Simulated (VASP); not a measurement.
**Al2Zn: single point with LDA**

Al2Zn:

```
Al Zn
1.0
     2.68719    0.00000    0.00000
    -1.34359    2.32717    0.00000
     0.00000    0.00000    7.25299
Al Zn
2 1
Direct
  0.33333 0.66667 0.32822
  0.66667 0.33333 0.67178
  0.00000 0.00000 0.00000
```

This cell differs from its parent crystal: volume 15.119 Å^3 an atom, c/a of the conventional cell 2.6991.

| Quantity | Value |
| --- | --- |
| Program | VASP 6.6.1 |
| Task | single point |
| Functional | LDA |
| Potentials or basis | VASP PAW LDA potentials, release 64 (Al, Zn) |
| Cutoff | 520 eV |
| k mesh | 18 × 18 × 8 |
| Occupations | gaussian, width 0.15 eV |
| Spin | no spin polarisation |
| Dipole correction | no |
| Further INCAR settings | ALGO = Fast; EDIFF = 1e-06; NBANDS = 16 |

* Pressure: 1.5 GPa
* Largest force: 0.032 eV/Å
* Band gap on the k mesh: zero (band 9 reaches 8.75 eV, above the bottom of band 10 at 5.62 eV)

Forces in eV/Å, atoms in the order of the input:
```
Al   0.000  0.000  0.032
Al   0.000  0.000 -0.032
Zn   0.000  0.000  0.000
```

Stress tensor (GPa, compression positive):
```
 4.28  0.00  0.00
 0.00  4.28  0.00
 0.00  0.00 -3.97
```

Levels at points of the mesh, in eV from the Fermi level:
```csv
k point,band 6,band 7,band 8,band 9,band 10,band 11,band 12,band 13
"(0.00, 0.00, 0.00)",-7.59,-7.41,-7.41,-0.31,0.32,12.57,12.78,13.19
"(0.50, 0.00, 0.00)",-4.54,-4.38,-2.57,-1.63,-1.22,-0.47,5.60,6.16
"(0.00, 0.00, 0.50)",-7.41,-7.41,-4.83,-4.70,5.57,6.37,13.44,13.44
"(0.50, 0.00, 0.50)",-4.40,-3.93,-3.52,-2.92,1.53,1.65,1.98,2.60
```

It took 81 s on 1 thread of Intel(R) Xeon(R) 6975P-C (Granite Rapids), on a shared host, peak memory 0.28 GiB.
